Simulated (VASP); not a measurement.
# In (R-3m) in VASP: notebook, part 2 of 2

VASP 6.6.1. The steps go on from the part before.

## (4) Single point, PBEsol (26.95 Å³/atom)

This run uses another cell than the first one, of 26.95 Å³/atom.

Input file INCAR:

```
SYSTEM = In
ALGO = Fast
EDIFF = 1E-6
ENCUT = 520
GGA = PS
ISIF = 2
ISMEAR = -1
LASPH = .TRUE.
LCHARG = .FALSE.
LREAL = .FALSE.
LWAVE = .FALSE.
NBANDS = 26
NELM = 100
PREC = Accurate
SIGMA = 0.05
```

Input file KPOINTS:

```
k-points
0
G
  9 9 9
  0 0 0
```

Input file POSCAR:

```
In
1.0
    1.6806943363      0.9703493275      8.2618188953
   -1.6806943363      0.9703493275      8.2618188953
    0.0000000000     -1.9406986550      8.2618188953
In
3
Direct
    0.2219877600      0.2219877600      0.2219877600
    0.7780122400      0.7780122400      0.7780122400
    0.0000000000      0.0000000000      0.0000000000
```

Potentials or basis: VASP PAW PBE potentials, release 64 (In_d).

On the command line:

```console
$ cat potpaw_PBE.64/In_d/POTCAR > POTCAR
$ mpirun -np 1 vasp_std > vasp.out
```

OUTCAR:

```text
SYSTEM = In
   EDIFF = 1E-6
   ENCUT = 520
   GGA = PS
   ISIF = 2
   ISMEAR = -1
   LASPH = .TRUE.
   LREAL = .FALSE.
   NELM = 100
   PREC = Accurate

 ion  position               nearest neighbor table
   1  0.222  0.222  0.222-   2 3.36   2 3.36   2 3.36   3 3.37   3 3.37   3 3.37
   2  0.778  0.778  0.778-   1 3.36   1 3.36   1 3.36   3 3.37   3 3.37   3 3.37
   3  0.000  0.000  0.000-   2 3.37   2 3.37   1 3.37   1 3.37   2 3.37   1 3.37

  LATTYP: Found a trigonal (rhomboedric) cell.
 ALAT       =     8.4866932741
 COS(alpha) =     0.9215612875

  Lattice vectors:

 A1 = (   1.6806943363,   0.9703493275,   8.2618188953)
 A2 = (  -1.6806943363,   0.9703493275,   8.2618188953)
 A3 = (   0.0000000000,  -1.9406986550,   8.2618188953)

Analysis of symmetry for initial positions (statically):
=====================================================================
 Subroutine PRICEL returns:
 Original cell was already a primitive cell.

 Routine SETGRP: Setting up the symmetry group for a
 trigonal (rhombohedral) supercell.

 Subroutine GETGRP returns: Found 12 space group operations
 (whereof 12 operations were pure point group operations)
 out of a pool of 12 trial point group operations.

The static configuration has the point symmetry D_3d.

Analysis of symmetry for dynamics (positions and initial velocities):
=====================================================================
 Subroutine PRICEL returns:
 Original cell was already a primitive cell.

 Routine SETGRP: Setting up the symmetry group for a
 trigonal (rhombohedral) supercell.

 Subroutine GETGRP returns: Found 12 space group operations
 (whereof 12 operations were pure point group operations)
 out of a pool of 12 trial point group operations.

The dynamic configuration has the point symmetry D_3d.

 Subroutine INISYM returns: Found 12 space group operations
 (whereof 12 operations are pure point group operations),
 and found     1 'primitive' translations

----------------------------------------------------------------------------------------

                                     Primitive cell

  volume of cell :      80.8433

  direct lattice vectors                    reciprocal lattice vectors
     1.680694336  0.970349328  8.261818895     0.297496094  0.171759450  0.040346241
    -1.680694336  0.970349328  8.261818895    -0.297496094  0.171759450  0.040346241
     0.000000000 -1.940698655  8.261818895     0.000000000 -0.343518900  0.040346241

  length of vectors
     8.486693274  8.486693274  8.486693274     0.345880114  0.345880114  0.345880114

  position of ions in fractional coordinates (direct lattice)
     0.221987760  0.221987760  0.221987760
     0.778012240  0.778012240  0.778012240
     0.000000000  0.000000000  0.000000000

  ion indices of the primitive-cell ions
   primitive index   ion index
                 1           1
                 2           2
                 3           3

----------------------------------------------------------------------------------------

 KPOINTS: k-points

Automatic generation of k-mesh.
 Grid dimensions read from file:
 generate k-points for:    9    9    9

 Generating k-lattice:

  Cartesian coordinates                     Fractional coordinates (reciprocal lattice)
     0.033055122  0.019084383  0.004482916     0.111111111 -0.000000000  0.000000000
    -0.033055122  0.019084383  0.004482916    -0.000000000  0.111111111  0.000000000
     0.000000000 -0.038168767  0.004482916     0.000000000  0.000000000  0.111111111

  Length of vectors
     0.038431124  0.038431124  0.038431124

  Shift w.r.t. Gamma in fractional coordinates (k-lattice)
     0.000000000  0.000000000  0.000000000

 Subroutine IBZKPT returns following result:
 ===========================================

 Found     85 irreducible k-points:

 Following reciprocal coordinates:
            Coordinates               Weight
  0.000000  0.000000  0.000000      1.000000
  0.111111  0.000000 -0.000000      6.000000
  0.222222  0.000000 -0.000000      6.000000
  0.333333 -0.000000  0.000000      6.000000
  0.444444  0.000000 -0.000000      6.000000
  0.111111  0.111111 -0.000000      6.000000
[... 16 lines left out ...]
 -0.333333  0.333333  0.000000      6.000000
  0.444444  0.444444 -0.000000      6.000000
 [... further k-points ...]
   k-points           NKPTS =     85   k-points in BZ     NKDIM =     85   number of bands    NBANDS=     26
   number of dos      NEDOS =    301   number of ions     NIONS =      3
   total plane-waves  NPLWV = 262144
   dimension x,y,z NGX =    64 NGY =   64 NGZ =   64
   dimension x,y,z NGXF=   128 NGYF=  128 NGZF=  128
   ions per type =               3
   NGX,Y,Z   is equivalent  to a cutoff of  12.54, 12.54, 12.54 a.u.
   NGXF,Y,Z  is equivalent  to a cutoff of  25.07, 25.07, 25.07 a.u.
 SYSTEM =  In
   PREC   = accura    normal or accurate (medium, high low for compatibility)
   ISTART =      0    job   : 0-new  1-cont  2-samecut
   ICHARG =      2    charge: 1-file 2-atom 10-const
   ISPIN  =      1    spin polarized calculation?
   LNONCOLLINEAR =      F non collinear calculations
   LSORBIT =      F    spin-orbit coupling
   LASPH  =      T    aspherical Exc in radial PAW
   ENCUT  =  520.0 eV  38.22 Ry    6.18 a.u.  15.78 15.78 15.78*2*pi/ulx,y,z
   NELM   =    100;   NELMIN=  2; NELMDL= -5     # of ELM steps
   EDIFF  = 0.1E-05   stopping-criterion for ELM
   LREAL  =      F    real-space projection
   EDIFFG = 0.1E-04   stopping-criterion for IOM
   NSW    =      0    number of steps for IOM
   IBRION =     -1    ionic relax: 0-MD 1-quasi-New 2-CG
   NFREE  =      0    steps in history (QN), initial steepest desc. (CG)
   ISIF   =      2    stress and relaxation
   ISYM   =      2    0-nonsym 1-usesym 2-fastsym
   POTIM  = 0.5000    time-step for ionic-motion
   TEBEG  =    0.0;   TEEND  =   0.0 temperature during run
   PSTRESS=    0.0 pullay stress
   NELECT =      39.0000    total number of electrons
   NUPDOWN=      -1.0000    fix difference up-down
   EMIN   =  10.00;   EMAX   =-10.00  energy-range for DOS
   EFERMI =   0.00;   METHOD = LEGACY
   ISMEAR =    -1;   SIGMA  =   0.05  broadening in eV -4-tet -1-fermi 0-gaus
   EFERMI_NEDOS =   21; number of points for ismear=-14 and -15
   IALGO  =     68    algorithm
   IMIX   =      4    mixing-type and parameters
     AMIX     =   0.40;   BMIX     =  1.00
     AMIX_MAG =   1.60;   BMIX_MAG =  1.00
  volume/ion in A,a.u.               =      26.95       181.85
  Fermi-wavevector in a.u.,A,eV,Ry     =   1.283951  2.426316 22.429614  1.648530
  Thomas-Fermi vector in A             =   2.416174
   LORBIT       =      0    0 simple, 1 ext, 2 COOP (PROOUT), +10 PAW based schemes
   GGA     = PS    functional components
   LHFCALC =     F    Hartree Fock is set to
   AEXX    =    0.0000 exact exchange contribution
   IVDW    =     0    specifies the selected vdW correction
   LEPSILON=     F    determine dielectric tensor
   LRPA    =     F    only Hartree local field effects (RPA)
 non-spin polarized calculation
 RMM-DIIS sequential band-by-band and
  energy-cutoff  :      520.00
  volume of cell :       80.84
 maximum number of plane-waves:      2194
   NGX = 31   NGY = 31   NGZ = 31

 number of electron      38.9999997 magnetization

 Free energy of the ion-electron system (eV)
  ---------------------------------------------------
  ext. energy  EPLUGINS =         0.00000000
  ---------------------------------------------------
  free energy    TOTEN  =        -8.89741964 eV

  energy without entropy =       -8.88288280  energy(sigma->0) =       -8.89015122

 E-fermi :   7.0193     XC(G=0): -10.2651

 val. band max:        7.0085224171   @ k =  -0.2222  -0.2222   0.1111
 cond. band min:       7.0274434245   @ k =   0.2222   0.2222  -0.0000
 fundamental gap:      0.0189210074
 Fermi energy:         7.0193415563

 k-point     1 :       0.0000    0.0000    0.0000
  band No.  band energies     occupation
      1      -7.5271      2.00000
      2      -7.5198      2.00000
      3      -7.4849      2.00000
      4      -7.4801      2.00000
      5      -7.4801      2.00000
      6      -7.4574      2.00000
[... 18 lines left out ...]
     25      17.0998      0.00000
     26      17.1745      0.00000
[... 644 lines left out ...]
      4      -7.5354      2.00000
      5      -7.4985      2.00000
      6      -7.4496      2.00000
[... 18 lines left out ...]
     25      13.4585      0.00000
     26      13.5193      0.00000

 [... further k-points ...]

------------------------ aborting loop because EDIFF is reached ----------------------------------------

  FORCE on cell =-STRESS in cart. coord.  units (eV):
  Direction    XX          YY          ZZ          XY          YZ          ZX
  --------------------------------------------------------------------------------------
  -------------------------------------------------------------------------------------
  Total       -0.8607502     -0.8607502     -1.1303971      0.0000000      0.0000000      0.0000000
  in kB      -17.0586219    -17.0586219    -22.4025700      0.0000000      0.0000000      0.0000000
  external PRESSURE =     -18.8399379 kB  Pullay stress =       0.0000000 kB

 VOLUME and BASIS-vectors are now :
 -----------------------------------------------------------------------------
  energy-cutoff  :      520.00
  volume of cell :       80.84
      direct lattice vectors                 reciprocal lattice vectors
     1.680694336  0.970349328  8.261818895     0.297496094  0.171759450  0.040346241
    -1.680694336  0.970349328  8.261818895    -0.297496094  0.171759450  0.040346241
     0.000000000 -1.940698655  8.261818895     0.000000000 -0.343518900  0.040346241

 POSITION                                       TOTAL-FORCE (eV/Angst)
 -----------------------------------------------------------------------------------
      0.00000      0.00000      5.50207         0.000000     -0.000000     -0.029304
      0.00000      0.00000     19.28339         0.000000      0.000000      0.029304
      0.00000      0.00000      0.00000         0.000000      0.000000      0.000000
 -----------------------------------------------------------------------------------
    total drift:                                0.000000      0.000000     -0.000000

  FREE ENERGIE OF THE ION-ELECTRON SYSTEM (eV)
  ---------------------------------------------------
  free  energy   TOTEN  =        -8.8974196439 eV

  energy  without entropy=       -8.8828827969  energy(sigma->0) =       -8.89015122
```

OSZICAR:

```text
N       E                     dE             d eps       ncg     rms          rms(c)
DAV:   1     0.348163716930E+03    0.34816E+03   -0.18819E+04  4420   0.202E+03
DAV:   2     0.210579156993E+02   -0.32711E+03   -0.32280E+03  4422   0.442E+02
DAV:   3    -0.796647178523E+01   -0.29024E+02   -0.28751E+02  5306   0.159E+02
DAV:   4    -0.896458407907E+01   -0.99811E+00   -0.99699E+00  5510   0.327E+01
DAV:   5    -0.901678862195E+01   -0.52205E-01   -0.52200E-01  6870   0.563E+00    0.372E+00
RMM:   6    -0.891644709341E+01    0.10034E+00   -0.19397E-01  4939   0.543E+00    0.190E+00
RMM:   7    -0.889792373702E+01    0.18523E-01   -0.75564E-02  4907   0.268E+00    0.395E-01
RMM:   8    -0.889703733353E+01    0.88640E-03   -0.10574E-02  5983   0.150E+00    0.112E-01
RMM:   9    -0.889731214740E+01   -0.27481E-03   -0.29335E-03  6213   0.436E-01    0.133E-01
RMM:  10    -0.889755661411E+01   -0.24447E-03   -0.20848E-03  5075   0.693E-01    0.150E-01
RMM:  11    -0.889737416223E+01    0.18245E-03   -0.11000E-03  5401   0.387E-01    0.215E-02
RMM:  12    -0.889740963403E+01   -0.35472E-04   -0.35452E-04  6205   0.152E-01    0.421E-02
RMM:  13    -0.889741926213E+01   -0.96281E-05   -0.10040E-04  7201   0.648E-02    0.529E-02
RMM:  14    -0.889742004924E+01   -0.78711E-06   -0.16076E-05  6182   0.357E-02    0.428E-02
RMM:  15    -0.889741964390E+01    0.40534E-06   -0.47085E-06  3683   0.158E-02
   1 F= -.88974196E+01 E0= -.88901512E+01  d E =-.145368E-01
```

stdout:

```text
POSCAR found type information on POSCAR In
 POSCAR found :  1 types and       3 ions
 scaLAPACK will be used
 -----------------------------------------------------------------------------
|                                                                             |
|                                                                             |
|     You enforced a specific xc type in the INCAR file but a different       |
|     I HOPE YOU KNOW WHAT YOU ARE DOING!                                     |
|                                                                             |
 -----------------------------------------------------------------------------

 LDA part: xc-table for (Slater+PW92), standard interpolation
 POSCAR, INCAR and KPOINTS ok, starting setup
 FFT: planning ... GRIDC
 FFT: planning ... GRID_SOFT
 FFT: planning ... GRID
 WAVECAR not read
 entering main loop
WARNING in EDDRMM: call to ZHEGV failed, returncode =   6  3     24
```

Wall time 18 min (1 thread of Intel Xeon Platinum 8375C at 2.90GHz (Ice Lake), shared host); peak memory 0.56 GiB.

What came out:

* Free energy: -8.8974 eV
* Pressure: -1.9 GPa
* Largest force: 0.029 eV/Å
* Band gap on the k mesh: zero (an odd number of electrons rules out a gap without spin polarisation)

Forces on the atoms (eV/Å):
```
In   0.000  0.000 -0.029
In   0.000  0.000  0.029
In   0.000  0.000  0.000
```

Stress tensor (GPa, compression positive):
```
-1.71  0.00  0.00
 0.00 -1.71  0.00
 0.00  0.00 -2.24
```

Caveat: the PAW data sets were made with another functional, which shifts forces and pressure a little; spin-orbit coupling is left out, which moves the levels of the heavy elements.

## (5) Overview

| cell | further INCAR settings | gap on the mesh (eV) | pressure (GPa) | largest force (eV/Å) |
| --- | --- | --- | --- | --- |
| a = 8.317 Å, angles 22.8°, 3 atoms | ALGO = Fast; EDIFF = 1e-07; NBANDS = 26 | none | 0.6 | 0.01 |
| a = 8.431 Å, angles 22.8°, 3 atoms | ALGO = Fast; EDIFF = 1e-07; NBANDS = 26 | none | -1.1 | 0.02 |
| a = 8.487 Å, angles 22.8°, 3 atoms | ALGO = Fast; EDIFF = 1e-06; NBANDS = 26 | none | -1.9 | 0.03 |

Alike in all rows: task single point; level PBEsol; potentials or basis VASP PAW PBE potentials, release 64 (In_d); no spin polarisation; k mesh 9 × 9 × 9; cutoff (eV) 520; smearing fermi-dirac 0.05 eV.

Caveats: the PAW data sets were made with another functional, which shifts forces and pressure a little; spin-orbit coupling is left out, which moves the levels of the heavy elements.

Absolute energies hang on the potentials; compare differences alone.
